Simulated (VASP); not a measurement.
Wanted: the native input for a VASP 6.6.1 run.

* Task: single point
* Functional: PBE
* Potentials or basis: VASP PAW PBE potentials, release 64 (Ga_d, Sn_d, Se)
* Cutoff: 520 eV
* k mesh: 10 × 10 × 4
* Occupations: gaussian, width 0.1 eV
* Spin: no spin polarisation
* Dipole correction: no
* Further INCAR settings: ALGO = Normal; EDIFF = 1e-06; NBANDS = 38

The structure of Ga2SnSe3 lies in POSCAR:

```
Ga2SnSe3
1.0
    3.5571791484      0.0000000000      0.0000000000
    0.0000000000      3.5571791484      0.0000000000
    0.0000000000      0.0000000000     10.5741707999
Ga Sn Se
2 1 3
Direct
    0.0000000000      0.0000000000      0.3463728245
    0.0000000000      0.0000000000      0.6536271755
    0.0000000000      0.0000000000      0.0000000000
    0.5000000000      0.5000000000      0.1683454568
    0.5000000000      0.5000000000      0.5000000000
    0.5000000000      0.5000000000      0.8316545432
```

The cell was built from a structure type or drawn by symmetry, and may not be a known phase.

One way to write it, as run:

INCAR

```
ALGO = Normal ; EDIFF = 1E-6
ENCUT = 520 ; GGA = PE
ISIF = 2 ; ISMEAR = 0
LASPH = True ; LCHARG = False
LREAL = False ; LWAVE = False
NBANDS = 38 ; NELM = 60
PREC = Accurate ; SIGMA = 0.1
```

KPOINTS

```
k-points
0
Gamma
  10 10 4
```

Potentials or basis: VASP PAW PBE potentials, release 64 (Ga_d, Sn_d, Se).

Launch:

```sh
$ cat potpaw_PBE.64/Ga_d/POTCAR potpaw_PBE.64/Sn_d/POTCAR potpaw_PBE.64/Se/POTCAR > POTCAR
$ mpirun -np 1 vasp_std > vasp.out
```

It gave:

| Property | Result |
| --- | --- |
| Pressure | 0.0 GPa |
| Band gap on the k mesh | zero (bands 29 and 30 overlap by 2.26 eV) |

Caveat: spin-orbit coupling is left out, which moves the levels of the heavy elements.

It took 2.8 min on 1 thread of Intel(R) Xeon(R) 6975P-C (Granite Rapids), on a shared host, peak memory 0.44 GiB.
